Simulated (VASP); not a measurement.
Crystal: TiAl.

```
Ti Al
1.0
     2.86726    0.00000    0.00000
    -1.43363    2.48312    0.00000
     0.00000    0.00000    4.67808
Ti Al
1 1
Cartesian
  0.0000 0.0000 0.0000
  0.0000 1.6554 2.3390
```

```yaml
Program: VASP 6.6.1
Task: relaxation of cell and atoms
Functional: PBEsol
Dispersion: D4
Potentials_or_basis: VASP PAW PBE potentials, release 64 (Ti_sv, Al)
Cutoff: 600 eV
k_mesh: 11 × 11 × 6
Occupations: fermi-dirac, width 0.05 eV
Spin: no spin polarisation
```

At the start: pressure -4.3 GPa; volume 16.65 Å³/atom.

Task: How do energy, volume and symmetry change on relaxing?

Result: Over 3 steps the energy falls by 9.5 meV/atom and the volume is 15.99 Å³/atom (-4.0 %); space group P-6m2 (No. 187, to 0.05 Å).

Step by step:
```
step  energy change (eV)  largest force (eV/Å)  pressure (GPa)  volume (Å³)
   1              0.0000                0.0000           -4.33        33.31
   2             -0.0111                0.0000            3.12        31.18
   3             -0.0191                0.0000            0.05        31.99
```

Final structure:
```
CELL_PARAMETERS angstrom
2.83384 0.00000 0.00000
-1.41692 2.45418 0.00000
0.00000 0.00000 4.59970
ATOMIC_POSITIONS crystal
Ti 0.00000 0.00000 0.00000
Al 0.33333 0.66667 0.50000
```

Caveat: the PAW data sets were made with another functional, which shifts forces and pressure a little; pairwise dispersion overbinds metals, which lowers pressure and volume.
